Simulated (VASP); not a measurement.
## AgBr: single point with r2SCAN

The system is AgBr.

```
Ag Br
1.0
     4.13263    0.00000    0.04187
     0.00000    4.13242    0.00000
    -0.05824    0.00000    5.84079
Ag Br
2 2
Direct
  0.74997 0.75000 0.74998
  0.25003 0.25000 0.25002
  0.24998 0.25000 0.75000
  0.75002 0.75000 0.25000
```

```
Program                : VASP 6.6.1
Task                   : single point
Functional             : r2SCAN
Potentials or basis    : VASP PAW PBE potentials, release 64 (Ag, Br)
Cutoff                 : 550 eV
k mesh                 : 6 × 6 × 4
Occupations            : gaussian, width 0.01 eV
Spin                   : no spin polarisation
Dipole correction      : no
Further INCAR settings : ALGO = Normal; EDIFF = 1e-06; NBANDS = 26
```

```yaml
Pressure: -1.3 GPa
Band_gap_on_the_k_mesh: 1.25 eV
```

Levels at points of the mesh, in eV from the valence-band top:
| k point | band 16 | band 17 | band 18 | band 19 | band 20 | band 21 |
| --- | --- | --- | --- | --- | --- | --- |
| (0.00, 0.00, 0.00) | -1.84 | -1.83 | -1.83 | 1.25 | 2.25 | 7.50 |
| (0.50, 0.00, 0.00) | -1.76 | -0.09 | -0.09 | 5.35 | 5.35 | 5.82 |
| (0.00, 0.50, 0.00) | -1.76 | -0.09 | -0.09 | 5.35 | 5.35 | 5.82 |
| (0.50, 0.50, 0.00) | -2.21 | -2.12 | -2.12 | 2.25 | 2.25 | 7.50 |
| (0.00, 0.00, 0.50) | -1.75 | -1.44 | -1.44 | 3.68 | 3.68 | 7.31 |
| (0.50, 0.00, 0.50) | 0.00 | 0.00 | 0.00 | 4.38 | 4.38 | 6.90 |
| (0.00, 0.50, 0.50) | 0.00 | 0.00 | 0.00 | 4.38 | 4.38 | 6.90 |
| (0.50, 0.50, 0.50) | -2.12 | -1.32 | -1.32 | 4.22 | 4.22 | 7.82 |

It took 2.9 min on 1 thread of Intel(R) Xeon(R) 6975P-C (Granite Rapids) (shared host), peak memory 0.31 GiB.

Caveat: the PAW data sets were made with another functional, which shifts forces and pressure a little. A k mesh can miss the band edges.
